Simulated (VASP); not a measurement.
# AlN (P6_3mc) in VASP: notebook

The runs below take AlN through single point, with LDA.

Program: VASP 6.6.1. These are calculated values, not measurements. Logs are shortened: lines on timing, memory, paths and dates and some standing lists are left out, and cuts for length are marked.

### 1 The cell of the first run

It takes space group P6_3mc (No. 186, hexagonal). Conventional cell: a = 3.059 Å, b = 3.059 Å, c = 4.971 Å, α = 90.00°, β = 90.00°, γ = 120.00°. Within 2.5 Å of Al (site symmetry 3m) lie 4 N at 1.87 to 1.89 Å. Within 2.5 Å of N (site symmetry 3m) lie 4 Al at 1.87 to 1.89 Å.

### 2 Single point, LDA

INCAR reads:

```
PREC = Accurate ; ENCUT = 520
EDIFF = 1E-6 ; ISMEAR = 0
SIGMA = 0.02 ; LREAL = F
LASPH = T ; NELM = 60
ALGO = Normal ; ISIF = 2
LWAVE = F ; LCHARG = F
NBANDS = 16
```

KPOINTS reads:

```
Automatic mesh
0
Gamma
  9 9 6
```

POSCAR reads:

```
AlN
1.0
    3.0592956146      0.0000000000      0.0000000000
   -1.5296478073      2.6494277199      0.0000000000
    0.0000000000      0.0000000000      4.9711789546
Al N
2 2
Direct
    0.6666666667      0.3333333333      0.5004023236
    0.3333333333      0.6666666667      1.0004023236
    0.6666666667      0.3333333333      0.8795976764
    0.3333333333      0.6666666667      0.3795976764
```

Potentials or basis: VASP PAW LDA potentials, release 64 (Al, N).

On the command line:

```bash
$ cat potpaw_LDA.64/Al/POTCAR potpaw_LDA.64/N/POTCAR > POTCAR
$ mpirun -np 1 vasp_std > vasp.out
```

OUTCAR:

```text
PREC = Accurate
   ENCUT = 520
   EDIFF = 1E-6
   ISMEAR = 0
   LREAL = F
   LASPH = T
   NELM = 60
   ISIF = 2

 ion  position               nearest neighbor table
   1  0.667  0.333  0.500-   4 1.87   4 1.87   4 1.87   3 1.89   2 3.05   2 3.05   2 3.05   2 3.05
                             2 3.05   2 3.05
   2  0.333  0.667  0.000-   3 1.87   3 1.87   3 1.87   4 1.89   1 3.05   1 3.05   1 3.05   1 3.05
                             1 3.05   1 3.05
   3  0.667  0.333  0.880-   2 1.87   2 1.87   2 1.87   1 1.89
   4  0.333  0.667  0.380-   1 1.87   1 1.87   1 1.87   2 1.89

  LATTYP: Found a hexagonal cell.
 ALAT       =     3.0592956146
 C/A-ratio  =     1.6249423334

  Lattice vectors:

 A1 = (   3.0592956146,   0.0000000000,   0.0000000000)
 A2 = (  -1.5296478073,   2.6494277199,   0.0000000000)
 A3 = (   0.0000000000,   0.0000000000,   4.9711789546)

Analysis of symmetry for initial positions (statically):
=====================================================================
 Subroutine PRICEL returns:
 Original cell was already a primitive cell.

 Routine SETGRP: Setting up the symmetry group for a
 hexagonal supercell.

 Subroutine GETGRP returns: Found 12 space group operations
 (whereof  6 operations were pure point group operations)
 out of a pool of 24 trial point group operations.

The static configuration has the point symmetry C_3v.
 The point group associated with its full space group is C_6v.

Analysis of symmetry for dynamics (positions and initial velocities):
=====================================================================
 Subroutine PRICEL returns:
 Original cell was already a primitive cell.

 Routine SETGRP: Setting up the symmetry group for a
 hexagonal supercell.

 Subroutine GETGRP returns: Found 12 space group operations
 (whereof  6 operations were pure point group operations)
 out of a pool of 24 trial point group operations.

The dynamic configuration has the point symmetry C_3v.
 The point group associated with its full space group is C_6v.

 Subroutine INISYM returns: Found 12 space group operations
 (whereof  6 operations are pure point group operations),
 and found     1 'primitive' translations

----------------------------------------------------------------------------------------

                                     Primitive cell

  volume of cell :      40.2933

  direct lattice vectors                    reciprocal lattice vectors
     3.059295615  0.000000000  0.000000000     0.326872629  0.188720000  0.000000000
    -1.529647807  2.649427720  0.000000000     0.000000000  0.377440001  0.000000000
     0.000000000  0.000000000  4.971178955     0.000000000  0.000000000  0.201159526

  length of vectors
     3.059295615  3.059295615  4.971178955     0.377440001  0.377440001  0.201159526

  position of ions in fractional coordinates (direct lattice)
     0.666666667  0.333333333  0.500402324
     0.333333333  0.666666667  0.000402324
     0.666666667  0.333333333  0.879597676
     0.333333333  0.666666667  0.379597676

  ion indices of the primitive-cell ions
   primitive index   ion index
                 1           1
                 2           2
                 3           3
                 4           4

----------------------------------------------------------------------------------------

 KPOINTS: Automatic mesh

Automatic generation of k-mesh.
 Grid dimensions read from file:
 generate k-points for:    9    9    6

 Generating k-lattice:

  Cartesian coordinates                     Fractional coordinates (reciprocal lattice)
     0.036319181  0.020968889  0.000000000     0.111111111  0.000000000  0.000000000
     0.000000000  0.041937778  0.000000000     0.000000000  0.111111111  0.000000000
     0.000000000  0.000000000  0.033526588     0.000000000  0.000000000  0.166666667

  Length of vectors
     0.041937778  0.041937778  0.033526588

  Shift w.r.t. Gamma in fractional coordinates (k-lattice)
     0.000000000  0.000000000  0.000000000

 Subroutine IBZKPT returns following result:
 ===========================================

 Found     48 irreducible k-points:

 Following reciprocal coordinates:
            Coordinates               Weight
  0.000000  0.000000  0.000000      1.000000
  0.111111 -0.000000  0.000000      6.000000
  0.222222  0.000000  0.000000      6.000000
  0.333333  0.000000  0.000000      6.000000
  0.444444  0.000000  0.000000      6.000000
  0.111111  0.111111  0.000000      6.000000
[... 16 lines left out ...]
  0.333333  0.222222  0.166667     24.000000
  0.333333  0.333333  0.166667      4.000000
 [... further k-points ...]
   k-points           NKPTS =     48   k-points in BZ     NKDIM =     48   number of bands    NBANDS=     16
   number of dos      NEDOS =    301   number of ions     NIONS =      4
   total plane-waves  NPLWV =  23040
   dimension x,y,z NGX =    24 NGY =   24 NGZ =   40
   dimension x,y,z NGXF=    48 NGYF=   48 NGZF=   80
   ions per type =               2   2
   NGX,Y,Z   is equivalent  to a cutoff of  13.04, 13.04, 13.38 a.u.
   NGXF,Y,Z  is equivalent  to a cutoff of  26.08, 26.08, 26.75 a.u.
 SYSTEM =  unknown system
   PREC   = accura    normal or accurate (medium, high low for compatibility)
   ISTART =      0    job   : 0-new  1-cont  2-samecut
   ICHARG =      2    charge: 1-file 2-atom 10-const
   ISPIN  =      1    spin polarized calculation?
   LNONCOLLINEAR =      F non collinear calculations
   LSORBIT =      F    spin-orbit coupling
   LASPH  =      T    aspherical Exc in radial PAW
   ENCUT  =  520.0 eV  38.22 Ry    6.18 a.u.   5.69  5.69  9.24*2*pi/ulx,y,z
   NELM   =     60;   NELMIN=  2; NELMDL= -5     # of ELM steps
   EDIFF  = 0.1E-05   stopping-criterion for ELM
   LREAL  =      F    real-space projection
   EDIFFG = 0.1E-04   stopping-criterion for IOM
   NSW    =      0    number of steps for IOM
   IBRION =     -1    ionic relax: 0-MD 1-quasi-New 2-CG
   NFREE  =      0    steps in history (QN), initial steepest desc. (CG)
   ISIF   =      2    stress and relaxation
   ISYM   =      2    0-nonsym 1-usesym 2-fastsym
   POTIM  = 0.5000    time-step for ionic-motion
   TEBEG  =    0.0;   TEEND  =   0.0 temperature during run
   PSTRESS=    0.0 pullay stress
   NELECT =      16.0000    total number of electrons
   NUPDOWN=      -1.0000    fix difference up-down
   EMIN   =  10.00;   EMAX   =-10.00  energy-range for DOS
   EFERMI =   0.00;   METHOD = LEGACY
   ISMEAR =     0;   SIGMA  =   0.02  broadening in eV -4-tet -1-fermi 0-gaus
   EFERMI_NEDOS =   21; number of points for ismear=-14 and -15
   IALGO  =     38    algorithm
   IMIX   =      4    mixing-type and parameters
     AMIX     =   0.40;   BMIX     =  1.00
     AMIX_MAG =   1.60;   BMIX_MAG =  1.00
  volume/ion in A,a.u.               =      10.07        67.98
  Fermi-wavevector in a.u.,A,eV,Ry     =   1.203291  2.273889 19.699988  1.447908
  Thomas-Fermi vector in A             =   2.339048
   LORBIT       =      0    0 simple, 1 ext, 2 COOP (PROOUT), +10 PAW based schemes
   GGA     = CA    functional components
   LHFCALC =     F    Hartree Fock is set to
   AEXX    =    0.0000 exact exchange contribution
   IVDW    =     0    specifies the selected vdW correction
   LEPSILON=     F    determine dielectric tensor
   LRPA    =     F    only Hartree local field effects (RPA)
 non-spin polarized calculation
 Gauss-broadening in eV      SIGMA  =   0.02
  energy-cutoff  :      520.00
  volume of cell :       40.29
 maximum number of plane-waves:      1104
 NGX is ok and might be reduce to    24
   NGX = 11   NGY = 11   NGZ = 19

 number of electron      15.9999996 magnetization

 Free energy of the ion-electron system (eV)
  ---------------------------------------------------
  ext. energy  EPLUGINS =         0.00000000
  ---------------------------------------------------
  free energy    TOTEN  =       -32.82716640 eV

  energy without entropy =      -32.82716640  energy(sigma->0) =      -32.82716640

 E-fermi :   6.3309     XC(G=0): -11.4033

 val. band max:        6.1486966519   @ k =   0.0000   0.0000   0.0000
 cond. band min:      10.7733543682   @ k =   0.0000   0.0000   0.0000
 fundamental gap:      4.6246577163
 Fermi energy:         6.3308958585

 k-point     1 :       0.0000    0.0000    0.0000
  band No.  band energies     occupation
      1      -9.0072      2.00000
      2      -6.7368      2.00000
      3      -0.0271      2.00000
      4       5.4349      2.00000
      5       5.4349      2.00000
      6       6.0563      2.00000
[... 8 lines left out ...]
     15      19.5996      0.00000
     16      19.5996      0.00000

 k-point     2 :       0.1111   -0.0000    0.0000
  band No.  band energies     occupation
      1      -8.8383      2.00000
      2      -6.6365      2.00000
      3       0.1686      2.00000
      4       4.6996      2.00000
      5       5.2276      2.00000
      6       5.3771      2.00000
[... 8 lines left out ...]
     15      19.3869      0.00000
     16      19.5575      0.00000

 k-point     3 :       0.2222    0.0000    0.0000
  band No.  band energies     occupation
      1      -8.3571      2.00000
      2      -6.3815      2.00000
      3       0.7376      2.00000
      4       3.1290      2.00000
      5       4.0787      2.00000
      6       4.8046      2.00000
[... 8 lines left out ...]
     15      18.5157      0.00000
     16      19.3914      0.00000

 k-point     4 :       0.3333    0.0000    0.0000
  band No.  band energies     occupation
      1      -7.6569      2.00000
      2      -6.1245      2.00000
      3       1.6042      2.00000
      4       1.6255      2.00000
      5       2.8279      2.00000
      6       4.4124      2.00000
[... 8 lines left out ...]
     15      18.4400      0.00000
     16      20.8882      0.00000

 k-point     5 :       0.4444    0.0000    0.0000
  band No.  band energies     occupation
      1      -6.9822      2.00000
      2      -6.0857      2.00000
      3       0.7225      2.00000
      4       2.0246      2.00000
      5       2.5572      2.00000
      6       4.1871      2.00000
[... 8 lines left out ...]
     15      19.0673      0.00000
     16      21.4951      0.00000

 k-point     6 :       0.1111    0.1111    0.0000
  band No.  band energies     occupation
      1      -8.5128      2.00000
      2      -6.4581      2.00000
      3       0.5514      2.00000
      4       3.8297      2.00000
      5       4.0589      2.00000
      6       5.1470      2.00000
[... 8 lines left out ...]
     15      18.9287      0.00000
     16      19.5353      0.00000
[... 267 lines left out ...]
 k-point    21 :       0.4444    0.1111    0.1667
  band No.  band energies     occupation
      1      -6.7169      2.00000
      2      -6.1387      2.00000
      3       0.5941      2.00000
      4       1.6482      2.00000
      5       3.1046      2.00000
      6       3.8890      2.00000
[... 8 lines left out ...]
     15      19.0792      0.00000
     16      21.4659      0.00000

 k-point    22 :       0.2222    0.2222    0.1667
  band No.  band energies     occupation
      1      -7.2122      2.00000
      2      -6.1265      2.00000
      3       1.5122      2.00000
      4       1.7723      2.00000
      5       3.0118      2.00000
      6       3.5381      2.00000
[... 8 lines left out ...]
     15      18.6358      0.00000
     16      21.4059      0.00000

 k-point    23 :       0.3333    0.2222    0.1667
  band No.  band energies     occupation
      1      -6.6335      2.00000
      2      -6.0991      2.00000
      3       1.0761      2.00000
      4       1.7973      2.00000
      5       2.6481      2.00000
      6       3.6391      2.00000
[... 8 lines left out ...]
     15      19.1969      0.00000
     16      21.2865      0.00000

 k-point    24 :       0.3333    0.3333    0.1667
  band No.  band energies     occupation
      1      -6.2578      2.00000
      2      -6.2578      2.00000
      3       1.3505      2.00000
      4       1.9724      2.00000
      5       1.9724      2.00000
      6       3.3859      2.00000
[... 8 lines left out ...]
     15      19.4543      0.00000
     16      21.6550      0.00000

 [... further k-points ...]

------------------------ aborting loop because EDIFF is reached ----------------------------------------

  FORCE on cell =-STRESS in cart. coord.  units (eV):
  Direction    XX          YY          ZZ          XY          YZ          ZX
  --------------------------------------------------------------------------------------
  -------------------------------------------------------------------------------------
  Total        1.3520086      1.3520086      0.1496986      0.0000000      0.0000000      0.0000000
  in kB       53.7597343     53.7597343      5.9524450      0.0000000      0.0000000      0.0000000
  external PRESSURE =      37.8239712 kB  Pullay stress =       0.0000000 kB

 VOLUME and BASIS-vectors are now :
 -----------------------------------------------------------------------------
  energy-cutoff  :      520.00
  volume of cell :       40.29
      direct lattice vectors                 reciprocal lattice vectors
     3.059295615  0.000000000  0.000000000     0.326872629  0.188720000  0.000000000
    -1.529647807  2.649427720  0.000000000     0.000000000  0.377440001  0.000000000
     0.000000000  0.000000000  4.971178955     0.000000000  0.000000000  0.201159526

 POSITION                                       TOTAL-FORCE (eV/Angst)
 -----------------------------------------------------------------------------------
      1.52965      0.88314      2.48759        -0.000000      0.000000      0.005527
     -0.00000      1.76629      0.00200        -0.000000     -0.000000      0.005527
      1.52965      0.88314      4.37264         0.000000      0.000000     -0.005527
     -0.00000      1.76629      1.88705         0.000000      0.000000     -0.005527
 -----------------------------------------------------------------------------------
    total drift:                               -0.000000     -0.000000     -0.000495

  FREE ENERGIE OF THE ION-ELECTRON SYSTEM (eV)
  ---------------------------------------------------
  free  energy   TOTEN  =       -32.8271663952 eV

  energy  without entropy=      -32.8271663952  energy(sigma->0) =      -32.82716640
```

Wall time 24 s (1 thread of Intel Xeon 8259CL, shared host); peak memory 0.15 GiB.

What came out:

```yaml
Free_energy: -32.8272 eV
Pressure: 3.8 GPa
Largest_force: 0.006 eV/Å
Band_gap_on_the_k_mesh: 4.62 eV
```

Forces on the atoms (eV/Å):
```
Al   0.000  0.000  0.006
Al   0.000  0.000  0.006
N    0.000  0.000 -0.006
N    0.000  0.000 -0.006
```

Caveat: the cell stands under pressure. A k mesh can miss the band edges.

### 3 Single point, LDA

This run uses another cell than the first one, of 10.13 Å³/atom.

INCAR reads:

```
SYSTEM = AlN
  PREC = Accurate
  ENCUT = 520
  EDIFF = 1E-7
  ISMEAR = 0
  SIGMA = 0.02
  LREAL = .False.
  LASPH = .True.
  NELM = 100
  ALGO = Normal
  ISIF = 2
  LWAVE = .False.
  LCHARG = .False.
  NBANDS = 16
```

KPOINTS reads:

```
Automatic mesh
0
Gamma
  9 9 6
  0 0 0
```

POSCAR reads:

```
AlN
1.0
    3.0592956146      0.0000000000      0.0000000000
   -1.5296478073      2.6494277199      0.0000000000
    0.0000000000      0.0000000000      5.0005325928
Al N
2 2
Direct
    0.6666666667      0.3333333333      0.4990090971
    0.3333333333      0.6666666667      0.9990090971
    0.6666666667      0.3333333333      0.8809909029
    0.3333333333      0.6666666667      0.3809909029
```

Potentials or basis: VASP PAW LDA potentials, release 64 (Al, N).

On the command line:

```bash
$ cat potpaw_LDA.64/Al/POTCAR potpaw_LDA.64/N/POTCAR > POTCAR
$ mpirun -np 1 vasp_std > vasp.out
```

Run time: 27 s. Hardware: 1 thread of Intel Xeon 8259CL, shared host; peak memory 0.15 GiB.

It converged, with:

```yaml
Free_energy: -32.8214 eV
Pressure: 2.6 GPa
Largest_force: 0.255 eV/Å
Band_gap_on_the_k_mesh: 4.54 eV
```

Forces in eV/Å, atoms in the order of the input:
```
Al   0.000  0.000  0.255
Al   0.000  0.000  0.255
N    0.000  0.000 -0.255
N    0.000  0.000 -0.255
```

Stress tensor (GPa, compression positive):
```
 5.69  0.00  0.00
 0.00  5.69  0.00
 0.00  0.00 -3.47
```

Levels at points of the mesh, in eV from the valence-band top:
```tsv
k point	band 4	band 5	band 6	band 7	band 8	band 9	band 10	band 11	band 12	band 13
(0.00, 0.00, 0.00)	-0.73	-0.73	-0.13	-0.13	0.00	4.54	7.09	10.69	11.43	11.43
(0.00, 0.00, 0.50)	-3.40	-0.44	-0.44	-0.44	-0.44	6.84	6.84	10.37	10.37	11.76
```

Caveat: the stress differs along the axes, from -3 to 6 GPa.

[end of part 1 of 2]
